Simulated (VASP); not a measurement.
# N in VASP: notebook, part 2 of 3

VASP 6.6.1.

## (3) Single point, PBE

Input file INCAR:

```
SYSTEM = N
PREC = Accurate
ENCUT = 520
EDIFF = 1E-7
ISMEAR = -1
SIGMA = 0.05
LREAL = Auto
LASPH = .True.
NELM = 80
ALGO = Normal
ISIF = 2
LWAVE = .False.
LCHARG = .False.
GGA = PE
NBANDS = 54
```

Input file KPOINTS:

```
regular mesh
0
Gamma
  1 1 1
  0 0 0
```

Input file POSCAR:

```
N
1.0
    7.4745810000      0.0000000000      0.0000000000
    0.0000000000      7.4745810000      0.0000000000
    0.0000000000      0.0000000000      7.4745810000
N
16
Direct
    0.0833357749      0.5876717371      0.6283429131
    0.0445376135      0.6349519792      0.4916529769
    0.4738459587      0.1148158004      0.1530520574
    0.3906707279      0.2225810383      0.2115971450
    0.3532238128      0.3727299229      0.7096585079
    0.3346542100      0.4310877091      0.8395253192
    0.4327466650      0.8140389408      0.6445846262
    0.3822287831      0.9182053148      0.5529540719
    0.2900095671      0.6871957104      1.1394083494
    0.3946441948      0.7857965550      1.1326387392
   -0.1132237379      0.9870653619      0.4672636500
   -0.0433469114      1.1097612027      0.4295759187
    0.9793324870      0.1634606676      1.0177292881
    1.1055602983      0.2032354723      0.9539932740
    0.7492460112      0.5036001349     -0.0602441796
    0.8588976426      0.5995921377     -0.0230247020
```

Potentials or basis: VASP PAW PBE potentials, release 64 (N).

The run is started by

```bash
> cat potpaw_PBE.64/N/POTCAR > POTCAR
> mpirun -np 1 vasp_gam > vasp.out
```

OUTCAR:

```text
SYSTEM = N
   PREC = Accurate
   ENCUT = 520
   EDIFF = 1E-7
   ISMEAR = -1
   LREAL = Auto
   LASPH = .True.
   NELM = 80
   ISIF = 2
   GGA = PE

 ion  position               nearest neighbor table
   1  0.083  0.588  0.628-   2 1.12
   2  0.045  0.635  0.492-   1 1.12
   3  0.474  0.115  0.153-   4 1.11
   4  0.391  0.223  0.212-   3 1.11
   5  0.353  0.373  0.710-   6 1.07
   6  0.335  0.431  0.840-   5 1.07
[... 8 lines left out ...]
  15  0.749  0.504  0.940-  16 1.12
  16  0.859  0.600  0.977-  15 1.12

  LATTYP: Found a simple cubic cell.
 ALAT       =     7.4745810000

  Lattice vectors:

 A1 = (   7.4745810000,   0.0000000000,   0.0000000000)
 A2 = (   0.0000000000,   7.4745810000,   0.0000000000)
 A3 = (   0.0000000000,   0.0000000000,   7.4745810000)

Analysis of symmetry for initial positions (statically):
=====================================================================
 Subroutine PRICEL returns:
 Original cell was already a primitive cell.

 Routine SETGRP: Setting up the symmetry group for a
 simple cubic supercell.

 Subroutine GETGRP returns: Found  1 space group operations
 (whereof  1 operations were pure point group operations)
 out of a pool of 48 trial point group operations.

The static configuration has the point symmetry C_1 .

Analysis of symmetry for dynamics (positions and initial velocities):
=====================================================================
 Subroutine PRICEL returns:
 Original cell was already a primitive cell.

 Routine SETGRP: Setting up the symmetry group for a
 simple cubic supercell.

 Subroutine GETGRP returns: Found  1 space group operations
 (whereof  1 operations were pure point group operations)
 out of a pool of 48 trial point group operations.

The dynamic configuration has the point symmetry C_1 .

 Subroutine INISYM returns: Found  1 space group operations
 (whereof  1 operations are pure point group operations),
 and found     1 'primitive' translations

----------------------------------------------------------------------------------------

                                     Primitive cell

  volume of cell :     417.6001

  direct lattice vectors                    reciprocal lattice vectors
     7.474581000  0.000000000  0.000000000     0.133786763  0.000000000  0.000000000
     0.000000000  7.474581000  0.000000000     0.000000000  0.133786763  0.000000000
     0.000000000  0.000000000  7.474581000     0.000000000  0.000000000  0.133786763

  length of vectors
     7.474581000  7.474581000  7.474581000     0.133786763  0.133786763  0.133786763

  position of ions in fractional coordinates (direct lattice)
     0.083335775  0.587671737  0.628342913
     0.044537613  0.634951979  0.491652977
     0.473845959  0.114815800  0.153052057
     0.390670728  0.222581038  0.211597145
     0.353223813  0.372729923  0.709658508
     0.334654210  0.431087709  0.839525319
[... 8 lines left out ...]
     0.749246011  0.503600135  0.939755820
     0.858897643  0.599592138  0.976975298

  ion indices of the primitive-cell ions
   primitive index   ion index
                 1           1
                 2           2
                 3           3
                 4           4
                 5           5
                 6           6
[... 8 lines left out ...]
                15          15
                16          16

----------------------------------------------------------------------------------------

 KPOINTS: regular mesh

Automatic generation of k-mesh.
 Grid dimensions read from file:
 generate k-points for:    1    1    1

 Generating k-lattice:

  Cartesian coordinates                     Fractional coordinates (reciprocal lattice)
     0.133786763  0.000000000  0.000000000     1.000000000  0.000000000  0.000000000
     0.000000000  0.133786763  0.000000000     0.000000000  1.000000000  0.000000000
     0.000000000  0.000000000  0.133786763     0.000000000  0.000000000  1.000000000

  Length of vectors
     0.133786763  0.133786763  0.133786763

  Shift w.r.t. Gamma in fractional coordinates (k-lattice)
     0.000000000  0.000000000  0.000000000

 Subroutine IBZKPT returns following result:
 ===========================================

 Found      1 irreducible k-points:

 Following reciprocal coordinates:
            Coordinates               Weight
  0.000000  0.000000  0.000000      1.000000
   k-points           NKPTS =      1   k-points in BZ     NKDIM =      1   number of bands    NBANDS=     54
   number of dos      NEDOS =    301   number of ions     NIONS =     16
   total plane-waves  NPLWV = 175616
   dimension x,y,z NGX =    56 NGY =   56 NGZ =   56
   dimension x,y,z NGXF=   112 NGYF=  112 NGZF=  112
   ions per type =              16
   NGX,Y,Z   is equivalent  to a cutoff of  12.46, 12.46, 12.46 a.u.
   NGXF,Y,Z  is equivalent  to a cutoff of  24.91, 24.91, 24.91 a.u.
 SYSTEM =  N
   PREC   = accura    normal or accurate (medium, high low for compatibility)
   ISTART =      0    job   : 0-new  1-cont  2-samecut
   ICHARG =      2    charge: 1-file 2-atom 10-const
   ISPIN  =      1    spin polarized calculation?
   LNONCOLLINEAR =      F non collinear calculations
   LSORBIT =      F    spin-orbit coupling
   LASPH  =      T    aspherical Exc in radial PAW
   ENCUT  =  520.0 eV  38.22 Ry    6.18 a.u.  13.90 13.90 13.90*2*pi/ulx,y,z
   NELM   =     80;   NELMIN=  2; NELMDL= -5     # of ELM steps
   EDIFF  = 0.1E-06   stopping-criterion for ELM
   LREAL  =      T    real-space projection
   EDIFFG = 0.1E-05   stopping-criterion for IOM
   NSW    =      0    number of steps for IOM
   IBRION =     -1    ionic relax: 0-MD 1-quasi-New 2-CG
   NFREE  =      0    steps in history (QN), initial steepest desc. (CG)
   ISIF   =      2    stress and relaxation
   ISYM   =      2    0-nonsym 1-usesym 2-fastsym
   POTIM  = 0.5000    time-step for ionic-motion
   TEBEG  =    0.0;   TEEND  =   0.0 temperature during run
   PSTRESS=    0.0 pullay stress
   NELECT =      80.0000    total number of electrons
   NUPDOWN=      -1.0000    fix difference up-down
   EMIN   =  10.00;   EMAX   =-10.00  energy-range for DOS
   EFERMI =   0.00;   METHOD = LEGACY
   ISMEAR =    -1;   SIGMA  =   0.05  broadening in eV -4-tet -1-fermi 0-gaus
   EFERMI_NEDOS =   21; number of points for ismear=-14 and -15
   IALGO  =     38    algorithm
   IMIX   =      4    mixing-type and parameters
     AMIX     =   0.40;   BMIX     =  1.00
     AMIX_MAG =   1.60;   BMIX_MAG =  1.00
  volume/ion in A,a.u.               =      26.10       176.13
  Fermi-wavevector in a.u.,A,eV,Ry     =   0.943738  1.783406 12.117905  0.890641
  Thomas-Fermi vector in A             =   2.071474
   LORBIT       =      0    0 simple, 1 ext, 2 COOP (PROOUT), +10 PAW based schemes
   GGA     = PE    functional components
   LHFCALC =     F    Hartree Fock is set to
   AEXX    =    0.0000 exact exchange contribution
   IVDW    =     0    specifies the selected vdW correction
   LEPSILON=     F    determine dielectric tensor
   LRPA    =     F    only Hartree local field effects (RPA)
 non-spin polarized calculation
  energy-cutoff  :      520.00
  volume of cell :      417.60
 maximum number of plane-waves:      5562
 NGX is ok and might be reduce to    54
   NGX = 27   NGY = 27   NGZ = 27

 number of electron      79.9999995 magnetization

 Free energy of the ion-electron system (eV)
  ---------------------------------------------------
  ext. energy  EPLUGINS =         0.00000000
  ---------------------------------------------------
  free energy    TOTEN  =      -132.14536628 eV

  energy without entropy =     -132.14536628  energy(sigma->0) =     -132.14536628

 E-fermi :  -5.1435     XC(G=0):  -5.8117

 val. band max:       -6.3804717429   @ k =   0.0000   0.0000   0.0000
 cond. band min:       0.4363904489   @ k =   0.0000   0.0000   0.0000
 fundamental gap:      6.8168621919
 Fermi energy:        -5.1434790547

 k-point     1 :       0.0000    0.0000    0.0000
  band No.  band energies     occupation
      1     -25.6127      2.00000
      2     -25.5751      2.00000
      3     -25.5614      2.00000
      4     -25.4787      2.00000
      5     -25.4664      2.00000
      6     -25.0960      2.00000
[... 44 lines left out ...]
     51       1.1924      0.00000
     52       1.2626      0.00000
 [bands above 52 left out]

------------------------ aborting loop because EDIFF is reached ----------------------------------------

  FORCE on cell =-STRESS in cart. coord.  units (eV):
  Direction    XX          YY          ZZ          XY          YZ          ZX
  --------------------------------------------------------------------------------------
  -------------------------------------------------------------------------------------
  Total        9.1660190     11.6607173      8.3455072      4.0067023      0.0404085     -2.8517460
  in kB       35.1666323     44.7378688     32.0186313     15.3722378      0.1550324    -10.9410969
  external PRESSURE =      37.3077108 kB  Pullay stress =       0.0000000 kB

 VOLUME and BASIS-vectors are now :
 -----------------------------------------------------------------------------
  energy-cutoff  :      520.00
  volume of cell :      417.60
      direct lattice vectors                 reciprocal lattice vectors
     7.474581000  0.000000000  0.000000000     0.133786763  0.000000000  0.000000000
     0.000000000  7.474581000  0.000000000     0.000000000  0.133786763  0.000000000
     0.000000000  0.000000000  7.474581000     0.000000000  0.000000000  0.133786763

 POSITION                                       TOTAL-FORCE (eV/Angst)
 -----------------------------------------------------------------------------------
      0.62290      4.39260      4.69660        -0.789575      0.564349     -1.079461
      0.33290      4.74600      3.67490         0.223162     -0.433348      0.752494
      3.54180      0.85820      1.14400         0.823839      0.012269     -0.348927
      2.92010      1.66370      1.58160        -0.464027      0.658704      0.509985
      2.64020      2.78600      5.30440         1.290546     -2.893237     -6.200732
      2.50140      3.22220      6.27510        -0.327036      2.846529      6.016877
[... 8 lines left out ...]
      5.60030      3.76420      7.02428         1.176270      1.071830      0.419055
      6.41990      4.48170      7.30248        -1.244822     -0.948804     -0.350791
 -----------------------------------------------------------------------------------
    total drift:                                0.000457     -0.000232      0.001265

  FREE ENERGIE OF THE ION-ELECTRON SYSTEM (eV)
  ---------------------------------------------------
  free  energy   TOTEN  =      -132.1453662769 eV

  energy  without entropy=     -132.1453662768  energy(sigma->0) =     -132.14536628
```

Run time: 37 s. Hardware: 1 thread of Intel Xeon Platinum 8488C (Sapphire Rapids), shared host; peak memory 0.36 GiB.

What came out:

```yaml
Free_energy: -132.1454 eV
Pressure: 3.7 GPa
Largest_force: 6.963 eV/Å
```

Forces on the atoms (eV/Å):
```
N   -0.790  0.564 -1.079
N    0.223 -0.433  0.752
N    0.824  0.012 -0.349
N   -0.464  0.659  0.510
N    1.291 -2.893 -6.201
N   -0.327  2.847  6.017
N    0.611 -0.945  0.926
N   -0.461  1.068 -0.860
N   -4.871 -4.430  0.382
N    4.706  3.830 -0.365
N   -1.725 -2.742  0.895
N    1.628  2.882 -0.840
N   -2.159 -0.688  1.043
N    1.582  0.147 -0.900
N    1.176  1.072  0.419
N   -1.245 -0.949 -0.351
```

Stress tensor (GPa, compression positive):
```
 3.52  1.54 -1.09
 1.54  4.47  0.02
-1.09  0.02  3.20
```

Levels at points of the mesh, in eV from the Fermi level:
```
           k point  band 37  band 38  band 39  band 40  band 41  band 42  band 43  band 44
(0.00, 0.00, 0.00)    -1.89    -1.77    -1.41    -1.24     5.58     5.66     5.75     5.79
```

Caveat: the k points lie up to 0.84 Å⁻¹ apart; the standard files for N, O and F lose accuracy on very short bonds; the atoms stand as in a frame of molecular dynamics.

[end of part 2 of 3]
